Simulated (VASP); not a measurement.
# AlAs (gw) (F-43m) in VASP: G0W0 quasiparticle levels with PBE

Aim: the G0W0 quasiparticle levels of AlAs (gw) with PBE.

All numbers are computed with VASP 6.6.1; they aren't measurements. Logs are shortened: lines on timing, memory, paths and dates and some standing lists are left out, and cuts for length are marked.

**1. The cell of the first run**

It takes space group F-43m (No. 216, cubic). The conventional cell has a = 5.675 Å, b = 5.675 Å, c = 5.675 Å, α = 90.00°, β = 90.00°, γ = 90.00°. Within 3.2 Å of Al (site symmetry -43m) lie 4 As at 2.46 Å. Within 3.2 Å of As (site symmetry -43m) lie 4 Al at 2.46 Å.

**2. G0W0 quasiparticle levels, PBE**

The input, POSCAR:

```
AlAs
1.0
    0.0000000000      2.8372982404      2.8372982404
    2.8372982404      0.0000000000      2.8372982404
    2.8372982404      2.8372982404      0.0000000000
Al As
1 1
Direct
    0.0000000000      0.0000000000      0.0000000000
    0.2500000000      0.2500000000      0.2500000000
```

The input, INCAR.step1:

```
SYSTEM = AlAs
PREC = Accurate ; ENCUT = 500
EDIFF = 1E-8 ; ISMEAR = 0
SIGMA = 0.01 ; LREAL = .False.
LASPH = .True. ; NELM = 100
ALGO = Normal ; LWAVE = .True.
LCHARG = .False. ; GGA = PE
```

The input, INCAR.step2:

```
SYSTEM = AlAs
PREC = Accurate ; ENCUT = 500
EDIFF = 1E-8 ; ISMEAR = 0
SIGMA = 0.01 ; LREAL = .False.
LASPH = .True. ; NELM = 1
ALGO = Exact ; LWAVE = .True.
LCHARG = .False. ; GGA = PE
NBANDS = 78 ; LOPTICS = .True.
ISTART = 1
```

The input, INCAR.step3:

```
SYSTEM = AlAs
PREC = Accurate ; ENCUT = 500
EDIFF = 1E-8 ; ISMEAR = 0
SIGMA = 0.01 ; LREAL = .False.
LASPH = .True. ; ALGO = EVGW0
LWAVE = .False. ; LCHARG = .False.
GGA = PE ; NELMGW = 1
NBANDS = 78 ; ENCUTGW = 80.0
NOMEGA = 48 ; PRECFOCK = Fast
ISTART = 1 ; NBANDSGW = 12
```

The input, KPOINTS:

```
Automatic mesh
0
Gamma
  4 4 4
  0 0 0
```

Potentials or basis: VASP PAW PBE potentials, release 64 (Al_GW, As_GW).

On the command line:

```console
> cat potpaw_PBE.64/Al_GW/POTCAR potpaw_PBE.64/As_GW/POTCAR > POTCAR
> cp INCAR.step1 INCAR
> mpirun -np 1 vasp_std > vasp.out
> cp INCAR.step2 INCAR
> mpirun -np 1 vasp_std > vasp.out
> cp INCAR.step3 INCAR
> mpirun -np 1 vasp_std > vasp.out
```

OUTCAR:

```text
SYSTEM = AlAs
   PREC = Accurate
   ENCUT = 500
   EDIFF = 1E-8
   ISMEAR = 0
   LREAL = .False.
   LASPH = .True.
   GGA = PE
   NELMGW = 1
   ENCUTGW = 80.0
   PRECFOCK = Fast
   ISTART = 1

 ion  position               nearest neighbor table
   1  0.000  0.000  0.000-   2 2.46   2 2.46   2 2.46   2 2.46
   2  0.250  0.250  0.250-   1 2.46   1 2.46   1 2.46   1 2.46

  LATTYP: Found a face centered cubic cell.
 ALAT       =     5.6745964808

  Lattice vectors:

 A1 = (   0.0000000000,   2.8372982404,   2.8372982404)
 A2 = (   2.8372982404,   0.0000000000,   2.8372982404)
 A3 = (   2.8372982404,   2.8372982404,   0.0000000000)

Analysis of symmetry for initial positions (statically):
=====================================================================
 Subroutine PRICEL returns:
 Original cell was already a primitive cell.

 Routine SETGRP: Setting up the symmetry group for a
 face centered cubic supercell.

 Subroutine GETGRP returns: Found 24 space group operations
 (whereof 24 operations were pure point group operations)
 out of a pool of 48 trial point group operations.

The static configuration has the point symmetry T_d .

Analysis of symmetry for dynamics (positions and initial velocities):
=====================================================================
 Subroutine PRICEL returns:
 Original cell was already a primitive cell.

 Routine SETGRP: Setting up the symmetry group for a
 face centered cubic supercell.

 Subroutine GETGRP returns: Found 24 space group operations
 (whereof 24 operations were pure point group operations)
 out of a pool of 48 trial point group operations.

The dynamic configuration has the point symmetry T_d .

 Subroutine INISYM returns: Found 24 space group operations
 (whereof 24 operations are pure point group operations),
 and found     1 'primitive' translations

----------------------------------------------------------------------------------------

                                     Primitive cell

  volume of cell :      45.6820

  direct lattice vectors                    reciprocal lattice vectors
     0.000000000  2.837298240  2.837298240    -0.176223984  0.176223984  0.176223984
     2.837298240  0.000000000  2.837298240     0.176223984 -0.176223984  0.176223984
     2.837298240  2.837298240  0.000000000     0.176223984  0.176223984 -0.176223984

  length of vectors
     4.012545652  4.012545652  4.012545652     0.305228894  0.305228894  0.305228894

  position of ions in fractional coordinates (direct lattice)
     0.000000000  0.000000000  0.000000000
     0.250000000  0.250000000  0.250000000

  ion indices of the primitive-cell ions
   primitive index   ion index
                 1           1
                 2           2

----------------------------------------------------------------------------------------

 KPOINTS: Automatic mesh

Automatic generation of k-mesh.
 Grid dimensions read from file:
 generate k-points for:    4    4    4

 Generating k-lattice:

  Cartesian coordinates                     Fractional coordinates (reciprocal lattice)
    -0.044055996  0.044055996  0.044055996     0.250000000  0.000000000  0.000000000
     0.044055996 -0.044055996  0.044055996     0.000000000  0.250000000  0.000000000
     0.044055996  0.044055996 -0.044055996     0.000000000  0.000000000  0.250000000

  Length of vectors
     0.076307223  0.076307223  0.076307223

  Shift w.r.t. Gamma in fractional coordinates (k-lattice)
     0.000000000  0.000000000  0.000000000

 Subroutine IBZKPT returns following result:
 ===========================================

 Found      8 irreducible k-points:

 Following reciprocal coordinates:
            Coordinates               Weight
  0.000000  0.000000  0.000000      1.000000
  0.250000  0.000000  0.000000      8.000000
  0.500000  0.000000  0.000000      4.000000
  0.250000  0.250000  0.000000      6.000000
  0.500000  0.250000  0.000000     24.000000
 -0.250000  0.250000  0.000000     12.000000
  0.500000  0.500000  0.000000      3.000000
 -0.250000  0.500000  0.250000      6.000000
   k-points           NKPTS =      8   k-points in BZ     NKDIM =     64   number of bands    NBANDS=     78
   number of dos      NEDOS =    301   number of ions     NIONS =      2
   total plane-waves  NPLWV =  27000
   dimension x,y,z NGX =    30 NGY =   30 NGZ =   30
   dimension x,y,z NGXF=    60 NGYF=   60 NGZF=   60
   ions per type =               1   1
   NGX,Y,Z   is equivalent  to a cutoff of  12.43, 12.43, 12.43 a.u.
   NGXF,Y,Z  is equivalent  to a cutoff of  24.86, 24.86, 24.86 a.u.
 SYSTEM =  AlAs
   PREC   = accura    normal or accurate (medium, high low for compatibility)
   ISTART =      1    job   : 0-new  1-cont  2-samecut
   ICHARG =      0    charge: 1-file 2-atom 10-const
   ISPIN  =      1    spin polarized calculation?
   LNONCOLLINEAR =      F non collinear calculations
   LSORBIT =      F    spin-orbit coupling
   LASPH  =      T    aspherical Exc in radial PAW
   ENCUT  =  500.0 eV  36.75 Ry    6.06 a.u.   7.32  7.32  7.32*2*pi/ulx,y,z
   NELM   =     60;   NELMIN=  2; NELMDL=  0     # of ELM steps
   EDIFF  = 0.1E-07   stopping-criterion for ELM
   LREAL  =      F    real-space projection
   EDIFFG = 0.1E-06   stopping-criterion for IOM
   NSW    =      0    number of steps for IOM
   IBRION =     -1    ionic relax: 0-MD 1-quasi-New 2-CG
   NFREE  =      0    steps in history (QN), initial steepest desc. (CG)
   ISIF   =      0    stress and relaxation
   ISYM   =      3    0-nonsym 1-usesym 2-fastsym
   POTIM  = 0.5000    time-step for ionic-motion
   TEBEG  =    0.0;   TEEND  =   0.0 temperature during run
   PSTRESS=    0.0 pullay stress
   NELECT =       8.0000    total number of electrons
   NUPDOWN=      -1.0000    fix difference up-down
   EMIN   =  10.00;   EMAX   =-10.00  energy-range for DOS
   EFERMI =   0.00;   METHOD = LEGACY
   ISMEAR =     0;   SIGMA  =   0.01  broadening in eV -4-tet -1-fermi 0-gaus
   EFERMI_NEDOS =   21; number of points for ismear=-14 and -15
   IALGO  =     38    algorithm
   IMIX   =      4    mixing-type and parameters
     AMIX     =   0.40;   BMIX     =  1.00
     AMIX_MAG =   1.60;   BMIX_MAG =  1.00
  volume/ion in A,a.u.               =      22.84       154.14
  Fermi-wavevector in a.u.,A,eV,Ry     =   0.915918  1.730834 11.414001  0.838905
  Thomas-Fermi vector in A             =   2.040714
   LORBIT       =      0    0 simple, 1 ext, 2 COOP (PROOUT), +10 PAW based schemes
   GGA     = PE    functional components
   LHFCALC =     T    Hartree Fock is set to
   PRECFOCK=fast      Normal, Fast or Accurate (Low or Medium for compatibility)
   ENCUT4O =  -1.0   cutoff for four orbital integrals eV
   NKREDX  =     1    reduce k-point grid by
   NKREDY  =     1    reduce k-point grid by
   NKREDZ  =     1    reduce k-point grid by
   AEXX    =    1.0000 exact exchange contribution
   HFSCREEN=    0.0000 screening length (either q_TF or 0.3 A-1)
   HFSCREENC=   0.0000 screening length for correlation (either q_TF or 0.3 A-1)
   ENCUTFOCK=  -1.0 apply spherical cutoff to Coloumb kernel
   IVDW    =     0    specifies the selected vdW correction
   LEPSILON=     F    determine dielectric tensor
   LRPA    =     F    only Hartree local field effects (RPA)
   LRPAFORCE           =     F    calculate RPA forces
   ENCUTGW             =  80.0    cutoff for response function in eV
   ENCUTGWSOFT         =  64.0    soft cutoff for Coulomb kernel in GW response function in eV
   ENCUTLF             =  -1.0    cutoff for local field effects
   NELMGW              =     1    number of iterations in solving QP/BSE equation
   NELMHF              =     1    number of iterations in the inner HF iteration
   NKREDLFX            =     1    NKREDLFY  =   1   NKREDLFZ  =   1
 non-spin polarized calculation
 Gauss-broadening in eV      SIGMA  =   0.01
  energy-cutoff  :      500.00
  volume of cell :       45.68
 maximum number of plane-waves:      1211
 NGX is ok and might be reduce to    30
  NGX = 18; NGY = 18; NGZ = 18
   NGX = 15   NGY = 15   NGZ = 15
 maximum number of plane-waves:        80
 NGX is ok and might be reduce to    14

 QP shifts <psi_nk| G(iteration)W_0 |psi_nk>: iteration 1
 for sc-GW calculations column KS-energies equals QP-energies in previous step
 and V_xc(KS)=  KS-energies - (<T + V_ion + V_H > + <T+V_H+V_ion>^1  + <V_x>^1)

 k-point   1 :       0.0000    0.0000    0.0000
  band No.  KS-energies  QP-energies   sigma(KS)   V_xc(KS)     V^pw_x(r,r')   Z            occupation Imag(sigma)

      1      -8.4211      -8.8150     -11.4867     -10.8857     -17.8656       0.6553       2.0000       1.1377
      2       3.4062       3.0255     -11.7637     -11.2659     -13.2794       0.7650       2.0000       0.0730
      3       3.4062       3.0255     -11.7637     -11.2659     -13.2794       0.7650       2.0000       0.0730
      4       3.4062       3.0255     -11.7637     -11.2659     -13.2794       0.7650       2.0000       0.0730
      5       5.3888       5.9261      -9.2269      -9.9265      -5.5216       0.7681       0.0000      -0.0786
      6       7.6524       7.9228      -8.7687      -9.1269      -4.5432       0.7551       0.0000      -0.1074
      7       7.6524       7.9228      -8.7687      -9.1269      -4.5432       0.7551       0.0000      -0.1074
      8       7.6524       7.9228      -8.7687      -9.1269      -4.5432       0.7551       0.0000      -0.1074
      9      12.2186      12.2346      -7.4678      -7.4890      -2.2344       0.7570       0.0000      -0.3007
     10      12.3776      12.6183      -8.7361      -9.0592      -3.6597       0.7450       0.0000      -0.2422
     11      12.3776      12.6183      -8.7361      -9.0592      -3.6597       0.7450       0.0000      -0.2422
     12      14.7915      14.7636      -7.6318      -7.5943      -1.9963       0.7454       0.0000      -0.5434

 k-point   2 :       0.2500    0.0000    0.0000
  band No.  KS-energies  QP-energies   sigma(KS)   V_xc(KS)     V^pw_x(r,r')   Z            occupation Imag(sigma)

      1      -7.8470      -8.2145     -11.6204     -11.0754     -17.7962       0.6743       2.0000       1.0748
      2       0.0221      -0.4684     -10.9083     -10.2359     -13.3111       0.7294       2.0000       0.1327
      3       2.9270       2.5123     -11.5995     -11.0559     -13.2010       0.7629       2.0000       0.0761
      4       2.9270       2.5123     -11.5995     -11.0559     -13.2010       0.7629       2.0000       0.0761
      5       5.9692       6.3314      -8.8679      -9.3404      -5.0407       0.7666       0.0000      -0.0843
      6       8.2768       8.5458      -8.7680      -9.1260      -4.3811       0.7514       0.0000      -0.1221
      7       8.2768       8.5458      -8.7680      -9.1260      -4.3811       0.7514       0.0000      -0.1221
      8       9.8044      10.1744      -9.3164      -9.8132      -4.7304       0.7448       0.0000      -0.1689
      9      11.6763      11.8396      -8.4358      -8.6533      -3.4374       0.7507       0.0000      -0.2403
     10      11.6763      11.8396      -8.4358      -8.6533      -3.4374       0.7507       0.0000      -0.2403
     11      12.7622      12.6878      -7.3219      -7.2231      -2.0137       0.7526       0.0000      -0.3413
     12      15.7083      15.8260      -8.0730      -8.2318      -2.2985       0.7415       0.0000      -0.5537
[... 68 lines left out ...]
      1      -6.4615      -6.7034     -12.1383     -11.7927     -17.8300       0.6997       2.0000       0.8626
      2      -2.0204      -2.5696     -10.6509      -9.8635     -14.0709       0.6976       2.0000       0.2656
      3       1.2377       0.6980     -11.1457     -10.4228     -13.2562       0.7466       2.0000       0.0979
      4       1.2377       0.6980     -11.1457     -10.4228     -13.2562       0.7466       2.0000       0.0979
      5       4.8286       4.8800      -7.8024      -7.8686      -4.1420       0.7764       0.0000      -0.0800
      6       5.6783       5.8298      -8.3495      -8.5452      -4.6522       0.7744       0.0000      -0.0796
      7      13.6593      13.9669      -9.3139      -9.7421      -3.3095       0.7183       0.0000      -0.5021
      8      13.6593      13.9669      -9.3139      -9.7421      -3.3095       0.7183       0.0000      -0.5021
      9      15.0982      15.4601      -9.6241     -10.1166      -3.8283       0.7348       0.0000      -0.5615
     10      15.9032      16.1663      -9.4081      -9.7604      -3.6777       0.7466       0.0000      -0.5671
     11      15.9032      16.1663      -9.4081      -9.7604      -3.6777       0.7466       0.0000      -0.5671
     12      16.3940      16.6299      -8.6190      -8.9379      -2.4083       0.7397       0.0000      -0.7236

 k-point   8 :      -0.2500    0.5000    0.2500
  band No.  KS-energies  QP-energies   sigma(KS)   V_xc(KS)     V^pw_x(r,r')   Z            occupation Imag(sigma)

      1      -6.4298      -6.6689     -12.1766     -11.8340     -17.8596       0.6980       2.0000       0.8507
      2      -1.6855      -2.2203     -10.7653     -10.0020     -14.0281       0.7006       2.0000       0.2336
      3       0.2442      -0.3440     -10.6554      -9.8556     -12.9607       0.7355       2.0000       0.1219
      4       0.5910       0.0289     -10.5334      -9.7739     -12.6009       0.7401       2.0000       0.1034
      5       7.7173       7.8483      -8.6463      -8.8184      -4.6182       0.7613       0.0000      -0.1093
      6       8.9947       9.4186      -9.4432     -10.0088      -4.9662       0.7496       0.0000      -0.1428
      7       9.0538       9.3412      -8.5212      -8.9059      -3.7197       0.7471       0.0000      -0.1641
      8       9.4326       9.5536      -8.4117      -8.5716      -3.9340       0.7572       0.0000      -0.1393
      9      13.9447      14.2233      -9.2653      -9.6507      -3.3383       0.7228       0.0000      -0.5093
     10      15.6231      15.9689      -9.6149     -10.0831      -3.7372       0.7386       0.0000      -0.5786
     11      15.9314      16.1888      -9.0010      -9.3502      -2.9832       0.7371       0.0000      -0.6601
     12      17.2356      17.5833      -9.2242      -9.6963      -3.2191       0.7364       0.0000      -0.6973
```

Wall time 1.8 min (1 thread of Intel Xeon Platinum 8375C at 2.90GHz (Ice Lake), shared host); peak memory 0.47 GiB.

Results:

```
Band gap on the k mesh, mean-field level : 1.42 eV, indirect (least direct gap 1.98 eV)
Quasiparticle gap                        : 1.85 eV
Least direct quasiparticle gap           : 2.90 eV
```

Caveat: the k points lie up to 0.48 Å⁻¹ apart; bands, screening cutoff and mesh are small and nothing is extrapolated, so the quasiparticle values aren't converged.
